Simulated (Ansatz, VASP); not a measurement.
## Be in VASP and in Ansatz

```xyz
4
Lattice="3.7468 0.0000 0.0000 0.0000 3.7468 0.0000 0.0000 0.0000 2.2813" Properties=species:S:1:pos:R:3 pbc="T T T"
Be    1.1162    1.0394   -0.0537
Be    2.6094    2.7092   -0.0195
Be    0.7587    2.8719    1.2425
Be    3.0093    0.8732    1.1120
```

Alike in both runs: task single point; functional LDA; k mesh 4 × 4 × 6; no spin polarisation.

```csv
,VASP,Ansatz
version,VASP 6.6.1,Ansatz 0.2.0
potentials or method,"VASP PAW LDA potentials, release 64 (Be), cutoff 600 eV","plane waves, PAW"
occupations,"fermi-dirac, width 0.1 eV",fermi-dirac
valence electrons in the cell,8,8
```

|  | VASP | Ansatz | Ansatz less VASP |
| --- | --- | --- | --- |
| rms of the force components (eV/Å) | 0.421 | 0.420 | -0.0008 |

LDA's correlation is that of Perdew and Zunger in VASP and of Perdew and Wang (1992) in Ansatz. Atom by atom the forces differ by 0.001 eV/Å (rms over components).

The k mesh is coarse, so the values compare programs but aren't converged.
